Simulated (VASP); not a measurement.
# PdC18 in VASP: single point with PBE

Aim: the single point of PdC18 with PBE.

Everything below comes from runs of VASP 6.6.1. Logs are shortened: lines on timing, memory, paths and dates and some standing lists are left out, and cuts for length are marked.

## (1) The cell of the first run

The cell holds a slab with vacuum, 19 atoms: a = 7.398 Å, b = 7.398 Å, c = 13.000 Å, α = 90.00°, β = 90.00°, γ = 120.00°.

## (2) Single point, PBE

Input file INCAR:

```
  PREC = Accurate
  ENCUT = 520
  EDIFF = 1E-6
  ISMEAR = -1
  SIGMA = 0.05
  LREAL = Auto
  LASPH = T
  NELM = 80
  ALGO = Normal
  ISIF = 2
  LWAVE = F
  LCHARG = F
  GGA = PE
  NBANDS = 56
```

Input file KPOINTS:

```
regular mesh
0
Gamma
  2 2 1
```

Input file POSCAR:

```
PdC18
1.0
    7.3980000000      0.0000000000      0.0000000000
   -3.6990000000      6.4068560000      0.0000000000
    0.0000000000      0.0000000000     13.0000000000
C Pd
18 1
Direct
    0.0013847678      0.0027528483      0.0766003263
    0.2225084893      0.1117406630      0.0751715614
    0.0008281983      0.3349897299      0.0732674318
    0.2225620341      0.4451619913      0.0749825015
    0.0015234719      0.6678314797      0.0780374807
    0.2224573071      0.7782479475      0.0770956283
    0.3340188814      0.0013710962      0.0763544543
    0.5558988404      0.1117406630      0.0751715614
    0.3336565611      0.3343698274      0.0746836036
    0.5545245672      0.4423824677      0.0769188036
    0.3329746745      0.6678314797      0.0780374807
    0.5548886501      0.7794103976      0.0825380689
    0.6680347472      0.0027528483      0.0766003263
    0.8895034284      0.1123401901      0.0736548741
    0.6673799329      0.3343698274      0.0746836036
    0.8892666239      0.4451619913      0.0749825015
    0.6666378148      0.6666089629      0.0834058119
    0.8911884141      0.7794103976      0.0825380689
    0.6944662589      0.7222658511      0.2421990414
```

Potentials or basis: VASP PAW PBE potentials, release 64 (C, Pd).

Launch:

```console
> cat potpaw_PBE.64/C/POTCAR potpaw_PBE.64/Pd/POTCAR > POTCAR
> mpirun -np 1 vasp_std > vasp.out
```

OUTCAR:

```text
PREC = Accurate
   ENCUT = 520
   EDIFF = 1E-6
   ISMEAR = -1
   LREAL = Auto
   LASPH = T
   NELM = 80
   ISIF = 2
   GGA = PE

 ion  position               nearest neighbor table
   1  0.001  0.003  0.077-   2 1.42  14 1.42  18 1.43
   2  0.223  0.112  0.075-   1 1.42   7 1.42   9 1.43
   3  0.001  0.335  0.073-  16 1.42   4 1.42  14 1.43
   4  0.223  0.445  0.075-   3 1.42   9 1.42  11 1.43
   5  0.002  0.668  0.078-   6 1.42  18 1.42  16 1.43
   6  0.222  0.778  0.077-   5 1.42  11 1.42   7 1.43
   7  0.334  0.001  0.076-   2 1.42   8 1.42   6 1.43
   8  0.556  0.112  0.075-  13 1.42   7 1.42  15 1.43
   9  0.334  0.334  0.075-  10 1.42   4 1.42   2 1.43
  10  0.555  0.442  0.077-  15 1.42   9 1.42  17 1.44
  11  0.333  0.668  0.078-   6 1.42  12 1.42   4 1.43
  12  0.555  0.779  0.083-  11 1.42  13 1.43  17 1.44  19 2.45
  13  0.668  0.003  0.077-   8 1.42  14 1.42  12 1.43
  14  0.890  0.112  0.074-   1 1.42  13 1.42   3 1.43
  15  0.667  0.334  0.075-  10 1.42  16 1.42   8 1.43
  16  0.889  0.445  0.075-   3 1.42  15 1.42   5 1.43
  17  0.667  0.667  0.083-  18 1.44  12 1.44  10 1.44  19 2.09
  18  0.891  0.779  0.083-   5 1.42   1 1.43  17 1.44  19 2.45
  19  0.694  0.722  0.242-  17 2.09  18 2.45  12 2.45

  LATTYP: Found a hexagonal cell.
 ALAT       =     7.3980000000
 C/A-ratio  =     1.7572316842

  Lattice vectors:

 A1 = (   7.3980000000,   0.0000000000,   0.0000000000)
 A2 = (  -3.6990000000,   6.4068560000,   0.0000000000)
 A3 = (   0.0000000000,   0.0000000000,  13.0000000000)

Analysis of symmetry for initial positions (statically):
=====================================================================
 Subroutine PRICEL returns:
 Original cell was already a primitive cell.

 Routine SETGRP: Setting up the symmetry group for a
 hexagonal supercell.

 Subroutine GETGRP returns: Found  2 space group operations
 (whereof  1 operations were pure point group operations)
 out of a pool of 24 trial point group operations.

The static configuration has the point symmetry C_1 .
 The point group associated with its full space group is C_1h.

Analysis of symmetry for dynamics (positions and initial velocities):
=====================================================================
 Subroutine PRICEL returns:
 Original cell was already a primitive cell.

 Routine SETGRP: Setting up the symmetry group for a
 hexagonal supercell.

 Subroutine GETGRP returns: Found  2 space group operations
 (whereof  1 operations were pure point group operations)
 out of a pool of 24 trial point group operations.
[... 119 lines left out ...]
   NFREE  =      0    steps in history (QN), initial steepest desc. (CG)
   ISIF   =      2    stress and relaxation
   ISYM   =      2    0-nonsym 1-usesym 2-fastsym
   POTIM  = 0.5000    time-step for ionic-motion
   TEBEG  =    0.0;   TEEND  =   0.0 temperature during run
   PSTRESS=    0.0 pullay stress
   NELECT =      82.0000    total number of electrons
   NUPDOWN=      -1.0000    fix difference up-down
   EMIN   =  10.00;   EMAX   =-10.00  energy-range for DOS
   EFERMI =   0.00;   METHOD = LEGACY
   ISMEAR =    -1;   SIGMA  =   0.05  broadening in eV -4-tet -1-fermi 0-gaus
   EFERMI_NEDOS =   21; number of points for ismear=-14 and -15
   IALGO  =     38    algorithm
   IMIX   =      4    mixing-type and parameters
     AMIX     =   0.40;   BMIX     =  1.00
     AMIX_MAG =   1.60;   BMIX_MAG =  1.00
  volume/ion in A,a.u.               =      32.43       218.85
  Fermi-wavevector in a.u.,A,eV,Ry     =   0.835818  1.579468  9.504925  0.698592
  Thomas-Fermi vector in A             =   1.949440
   LORBIT       =      0    0 simple, 1 ext, 2 COOP (PROOUT), +10 PAW based schemes
   GGA     = PE    functional components
   LHFCALC =     F    Hartree Fock is set to
   AEXX    =    0.0000 exact exchange contribution
   IVDW    =     0    specifies the selected vdW correction
   LEPSILON=     F    determine dielectric tensor
   LRPA    =     F    only Hartree local field effects (RPA)
 non-spin polarized calculation
  energy-cutoff  :      520.00
  volume of cell :      616.17
 maximum number of plane-waves:     16651
 NGX is ok and might be reduce to    56
   NGX = 27   NGY = 27   NGZ = 49

 number of electron      82.0000000 magnetization

 Free energy of the ion-electron system (eV)
  ---------------------------------------------------
  ext. energy  EPLUGINS =         0.00000000
  ---------------------------------------------------
  free energy    TOTEN  =      -168.25934029 eV

  energy without entropy =     -168.21968808  energy(sigma->0) =     -168.23951419

 E-fermi :  -1.1390     XC(G=0):  -3.8212

 val. band max:       -1.2037471908   @ k =   0.0000   0.0000   0.0000
 cond. band min:      -1.0508606662   @ k =   0.0000   0.0000   0.0000
 fundamental gap:      0.1528865245
 Fermi energy:        -1.1390160969

 k-point     1 :       0.0000    0.0000    0.0000
  band No.  band energies     occupation
      1     -20.8675      2.00000
      2     -18.4746      2.00000
      3     -18.2939      2.00000
      4     -18.2572      2.00000
      5     -18.2196      2.00000
      6     -18.2080      2.00000
[... 157 lines left out ...]
     52       3.5758      0.00000
     53       3.9067      0.00000
 [bands above 53 left out]

------------------------ aborting loop because EDIFF is reached ----------------------------------------

  FORCE on cell =-STRESS in cart. coord.  units (eV):
  Direction    XX          YY          ZZ          XY          YZ          ZX
  --------------------------------------------------------------------------------------
  -------------------------------------------------------------------------------------
  Total        2.2542388      6.5599725     -0.0702526      0.0000000      0.0115382      0.0000000
  in kB        5.8614877     17.0572871     -0.1826712      0.0000000      0.0300017      0.0000000
  external PRESSURE =       7.5787012 kB  Pullay stress =       0.0000000 kB

 VOLUME and BASIS-vectors are now :
 -----------------------------------------------------------------------------
  energy-cutoff  :      520.00
  volume of cell :      616.17
      direct lattice vectors                 reciprocal lattice vectors
     7.398000000  0.000000000  0.000000000     0.135171668  0.078041398  0.000000000
    -3.699000000  6.406856000  0.000000000     0.000000000  0.156082796  0.000000000
     0.000000000  0.000000000 13.000000000     0.000000000  0.000000000  0.076923077

 POSITION                                       TOTAL-FORCE (eV/Angst)
 -----------------------------------------------------------------------------------
      0.00006      0.01764      0.99580         0.019700      0.003665     -0.000945
      1.23279      0.71591      0.97723        -0.013451     -0.008807      0.003331
     -1.23300      2.14623      0.95248        -0.000000      0.005773     -0.001902
     -0.00014      2.85209      0.97477        -0.007401      0.012316      0.003896
     -2.45904      4.27870      1.01449        -0.000203      0.002581     -0.001484
     -1.23300      4.98612      1.00224         0.000000     -0.006909     -0.000336
[... 11 lines left out ...]
      3.70997      4.99357      1.07299         0.002397     -0.005415      0.004591
      2.46600      4.62745      3.14859         0.000000      0.006126      0.018764
 -----------------------------------------------------------------------------------
    total drift:                                0.000018     -0.007645      0.029548

  FREE ENERGIE OF THE ION-ELECTRON SYSTEM (eV)
  ---------------------------------------------------
  free  energy   TOTEN  =      -168.2593402917 eV

  energy  without entropy=     -168.2196880810  energy(sigma->0) =     -168.23951419
```

Wall time 5.1 min (1 thread of Intel Xeon Platinum 8375C at 2.90GHz (Ice Lake), shared host); peak memory 0.6 GiB.

Results:

```yaml
Free_energy: -168.2593 eV
Largest_force: 0.020 eV/Å
Band_gap_on_the_k_mesh: 0.15 eV, direct
```

Forces in eV/Å, atoms in the order of the input:
```
C    0.020  0.004 -0.001
C   -0.013 -0.009  0.003
C    0.000  0.006 -0.002
C   -0.007  0.012  0.004
C    0.000  0.003 -0.001
C    0.000 -0.007  0.000
C    0.000 -0.006 -0.003
C    0.013 -0.009  0.003
C   -0.001  0.002 -0.003
C    0.000 -0.006 -0.001
C    0.000  0.003 -0.001
C   -0.002 -0.005  0.005
C   -0.020  0.004 -0.001
C    0.000  0.001 -0.009
C    0.001  0.002 -0.003
C    0.007  0.012  0.004
C    0.000 -0.007 -0.017
C    0.002 -0.005  0.005
Pd   0.000  0.006  0.019
```

Caveat: the k points lie up to 0.49 Å⁻¹ apart.
